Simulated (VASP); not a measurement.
Wanted: the native input for a VASP 6.6.1 run.

* Task: single point
* Functional: PBEsol
* Potentials or basis: VASP PAW PBE potentials, release 64 (Sn_d, Te)
* Cutoff: 520 eV
* k mesh: 3 × 3 × 3
* Occupations: gaussian, width 0.01 eV
* Spin: no spin polarisation
* Dipole correction: no
* Further INCAR settings: ALGO = Normal; EDIFF = 1e-07; NBANDS = 17

The structure of SnTe lies in POSCAR:

```
SnTe
1.0
   -0.0123400000      3.5909600000      3.5803100000
    3.6386700000     -0.0265400000      3.5945100000
    3.6394100000      3.6059000000     -0.0272800000
Sn Te
1 1
Direct
    0.9950829959      0.0002884696      0.0058990264
    0.7561500000      0.7474000000      0.7507500000
```

These files were run (other wordings do the same):

INCAR

```
PREC = Accurate
ENCUT = 520
EDIFF = 1E-7
ISMEAR = 0
SIGMA = 0.01
LREAL = False
LASPH = True
NELM = 60
ALGO = Normal
ISIF = 2
LWAVE = False
LCHARG = False
GGA = PS
NBANDS = 17
```

KPOINTS

```
regular mesh
0
Gamma
  3 3 3
```

Potentials or basis: VASP PAW PBE potentials, release 64 (Sn_d, Te).

Run with:

```bash
$ cat potpaw_PBE.64/Sn_d/POTCAR potpaw_PBE.64/Te/POTCAR > POTCAR
$ mpirun -np 1 vasp_std > vasp.out
```

Results of the run:

| Property | Result |
| --- | --- |
| Pressure | -2.3 GPa |
| Largest force | 0.088 eV/Å |
| Band gap on the k mesh | 0.71 eV, indirect (least direct gap 0.95 eV) |

Caveat: the k points lie up to 0.50 Å⁻¹ apart; the PAW data sets were made with another functional, which shifts forces and pressure a little; spin-orbit coupling is left out, which moves the levels of the heavy elements.

Run time: 32 s on 1 thread of Intel(R) Xeon(R) Platinum 8259CL CPU @ 2.50GHz (Skylake/Cascade Lake), on a shared host, peak memory 0.23 GiB.
